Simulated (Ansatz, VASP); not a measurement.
# Al in VASP and in Ansatz

```xyz
1
Lattice="0.0000 2.0080 2.0080 2.0080 0.0000 2.0080 2.0080 2.0080 0.0000" Properties=species:S:1:pos:R:3 pbc="T T T"
Al    0.0000    0.0000    0.0000
```

Alike in both runs: task single point; functional PBEsol; k mesh 22 × 22 × 22; occupations fermi-dirac, width 0.05 eV; no spin polarisation.

|  | VASP | Ansatz |
| --- | --- | --- |
| version | VASP 6.6.1 | Ansatz 0.2.0 |
| potentials or method | VASP PAW PBE potentials, release 64 (Al), cutoff 500 eV | all-electron LAPW, scalar-relativistic |

```csv
,VASP,Ansatz,Ansatz less VASP
pressure (GPa),0.0,0.0,-0.06
```

VASP's potentials were made for PBE, not for PBEsol. Ansatz ran all-electron here, and VASP with PAW potentials.
